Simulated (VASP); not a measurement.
## NbCd3: single point with PBE

The system is NbCd3.

```xyz
8
Lattice="5.8135 0.0000 0.0000 -2.9068 5.0347 0.0000 0.0000 0.0000 5.2519" Properties=species:S:1:pos:R:3 pbc="T T T"
Nb    0.0000    0.0000    0.0000
Nb    0.0000    0.0000    2.6260
Cd    0.9055    1.5683    1.3130
Cd   -0.9055    1.5683    3.9390
Cd    4.0026    0.0000    1.3130
Cd    2.0013    3.4664    3.9390
Cd   -2.0013    3.4664    1.3130
Cd    1.8109    0.0000    3.9390
```

```json
{
 "Program": "VASP 6.6.1",
 "Task": "single point",
 "Functional": "PBE",
 "Potentials or basis": "VASP PAW PBE potentials, release 64 (Nb_sv, Cd)",
 "Cutoff": "520 eV",
 "k mesh": "6 × 6 × 4",
 "Occupations": "gaussian, width 0.1 eV",
 "Spin": "no spin polarisation",
 "Dipole correction": "no",
 "Further INCAR settings": "ALGO = Fast; EDIFF = 1e-07; NBANDS = 59"
}
```

```
Pressure               : 84.8 GPa
Largest force          : 14.779 eV/Å
Band gap on the k mesh : zero (bands 49 and 50 overlap by 0.51 eV)
```

Forces on the atoms (eV/Å):
```
Nb    0.000   0.000   0.000
Nb    0.000   0.000   0.000
Cd    7.389  12.799   0.000
Cd   -7.389  12.799   0.000
Cd  -14.779   0.000   0.000
Cd   -7.389 -12.799   0.000
Cd    7.389 -12.799   0.000
Cd   14.779   0.000   0.000
```

Stress tensor (GPa, compression positive):
```
82.45  0.00  0.00
 0.00 82.45  0.00
 0.00  0.00 89.54
```

Levels at points of the mesh, in eV from the Fermi level:
```csv
k point,band 45,band 46,band 47,band 48,band 49,band 50,band 51,band 52,band 53,band 54
"(0.00, 0.00, 0.00)",-2.34,-1.52,-1.52,-1.47,-0.30,-0.05,-0.05,1.18,1.99,1.99
"(0.50, 0.00, 0.00)",-1.74,-1.53,-1.23,-0.13,0.31,0.40,0.64,1.63,1.85,2.59
"(0.00, 0.00, 0.50)",-1.67,-1.67,-1.67,-1.67,-0.20,-0.20,1.44,1.44,2.50,2.53
"(0.50, 0.00, 0.50)",-2.19,-2.19,-0.97,-0.97,-0.02,-0.02,0.22,0.22,1.03,1.03
```

It took 13 min on 1 thread of Oxide Virtual Turin-like Processor, on a shared host, peak memory 0.34 GiB.

Caveat: the stress differs along the axes, from 82 to 90 GPa; forces of over 1 eV/Å act on the atoms, so gaps and moduli don't describe the material at rest.
